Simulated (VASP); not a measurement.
Write the native input for VASP 6.6.1 that does the following.

```
Task                               : single point
Functional                         : PBE-based screened hybrid with 25 % exact exchange
Potentials or basis                : VASP PAW PBE potentials, release 64 (Pb_d, Te)
Cutoff                             : 520 eV
k mesh                             : 4 × 4 × 4
Occupations                        : fermi-dirac, width 0.05 eV
Spin                               : no spin polarisation
Dipole correction                  : no
Grid for exact exchange (PRECFOCK) : Normal
Share of exact exchange            : 0.25
Further INCAR settings             : ALGO = Normal; EDIFF = 1e-07; NBANDS = 17
Screening parameter                : 0.3 1/Å
```

The system is TePb.

```
Pb Te
1.0
     0.00000    3.20931    3.20931
     3.20931    0.00000    3.20931
     3.20931    3.20931    0.00000
Pb Te
1 1
Direct
  0.00000 0.00000 0.00000
  0.50000 0.50000 0.50000
```

One way to write it, as run:

POSCAR

```
TePb
1.0
    0.0000000000      3.2093147829      3.2093147829
    3.2093147829      0.0000000000      3.2093147829
    3.2093147829      3.2093147829      0.0000000000
Pb Te
1 1
Direct
    0.0000000000      0.0000000000      0.0000000000
    0.5000000000      0.5000000000      0.5000000000
```

INCAR.step1

```
SYSTEM = TePb
  PREC = Accurate
  ENCUT = 520
  EDIFF = 1E-5
  ISMEAR = -1
  SIGMA = 0.05
  LREAL = .FALSE.
  LASPH = .TRUE.
  NELM = 80
  ALGO = Normal
  ISIF = 2
  LWAVE = .TRUE.
  NBANDS = 17
  GGA = PE
```

INCAR.step2

```
SYSTEM = TePb
  PREC = Accurate
  ENCUT = 520
  EDIFF = 1E-7
  ISMEAR = -1
  SIGMA = 0.05
  LREAL = .FALSE.
  LASPH = .TRUE.
  NELM = 80
  ALGO = Normal
  ISIF = 2
  LWAVE = .FALSE.
  LCHARG = .TRUE.
  GGA = PE
  LHFCALC = .TRUE.
  AEXX = 0.25
  HFSCREEN = 0.3
  PRECFOCK = Normal
  LELF = .TRUE.
  LVHAR = .TRUE.
  NBANDS = 17
  ISTART = 1
```

KPOINTS

```
regular mesh
0
G
  4 4 4
  0 0 0
```

Potentials or basis: VASP PAW PBE potentials, release 64 (Pb_d, Te).

Launch:

```bash
$ cat potpaw_PBE.64/Pb_d/POTCAR potpaw_PBE.64/Te/POTCAR > POTCAR
$ cp INCAR.step1 INCAR
$ mpirun -np 1 vasp_std > vasp.out
$ cp INCAR.step2 INCAR
$ mpirun -np 1 vasp_std > vasp.out
```

It gave:

The pressure is 2.1 GPa. The band gap on the k mesh is 0.91 eV.

Caveat: the k points lie up to 0.42 Å⁻¹ apart; the PAW data sets were made with another functional, which shifts forces and pressure a little; spin-orbit coupling is left out, which moves the levels of the heavy elements.

It took 33 min on 1 thread of Intel Xeon 8259CL, with other jobs on the host, peak memory 0.32 GiB.
